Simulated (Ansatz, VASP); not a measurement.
V2N3: VASP beside Ansatz

The input INCAR:

```
ALGO = Normal ; EDIFF = 1E-7
ENCUT = 520 ; GGA = PS
ISIF = 2 ; ISMEAR = 0
LASPH = T ; LCHARG = T
LELF = T ; LREAL = F
LVHAR = T ; LWAVE = F
NBANDS = 28 ; NELM = 80
PREC = Accurate ; SIGMA = 0.15
```

The input KPOINTS:

```
k-points
0
Gamma
  18 18 8
```

File POSCAR:

```
V2N3
1.0
    2.6963933840      0.0000000000      0.0000000000
   -1.3481966920      2.3351451691      0.0000000000
    0.0000000000      0.0000000000      6.1963538749
V N
2 3
Direct
    0.6666666667      0.3333333333      0.3021155180
    0.3333333333      0.6666666667      0.6978844820
    0.0000000000      0.0000000000      0.5000000000
    0.0000000000      0.0000000000      0.1074399115
    0.0000000000      0.0000000000      0.8925600885
```

Input for Ansatz:

```yaml
crystal:
  lattice:
    - [2.696393384, 0.0, 0.0]
    - [-1.348196692, 2.3351451691, 0.0]
    - [0.0, 0.0, 6.1963538749]
  atoms:
    - { symbol: V, position: [0.6666666667, 0.3333333333, 0.302115518] }
    - { symbol: V, position: [0.3333333333, 0.6666666667, 0.697884482] }
    - { symbol: "N", position: [0.0, 0.0, 0.5] }
    - { symbol: "N", position: [0.0, 0.0, 0.1074399115] }
    - { symbol: "N", position: [0.0, 0.0, 0.8925600885] }
basis:
  ecutwfc: 420
kpoints:
  mp_grid: { grid: [18, 18, 8] }
hamiltonian:
  xc: pbesol
scf:
  occupations: { method: gaussian, width: 0.15 }
output:
  forces: true
  stress: true
  eigenvalues: true
  write_density: true
  write_potential: true
  elf: true
  volumetric_format: npy
```

Change from the starting cell: strain -0.0300 x Voigt [1, 1, 0, 0, 0, 0], atoms carried along.

Alike in both runs: task single point; functional PBEsol; k mesh 18 × 18 × 8; occupations gaussian, width 0.15 eV; no spin polarisation.

|  | VASP | Ansatz |
| --- | --- | --- |
| version | VASP 6.6.1 | Ansatz 0.2.0 |
| potentials or method | VASP PAW PBE potentials, release 64 (V_sv, N), cutoff 520 eV | scalar-relativistic, plane waves, PAW |
| valence electrons in the cell | 41 | 41 |

Ansatz gave:

```
gap on the k mesh at the Fermi level (eV)                     : none
pressure (GPa)                                                : 20.4
traceless stress, the component that is largest in VASP (GPa) : -9.77
rms of the force components (eV/Å)                            : 0.152
```

Question: Which values does VASP return?

Answer: gap on the k mesh at the Fermi level (eV): none; pressure (GPa): 21.4; traceless stress, the component that is largest in VASP (GPa): -9.26; rms of the force components (eV/Å): 0.135.

VASP's potentials were made for PBE, not for PBEsol. Atom by atom the forces differ by 0.021 eV/Å (rms over components). A gap of «none» marks a metal or a gap that the smearing closes.
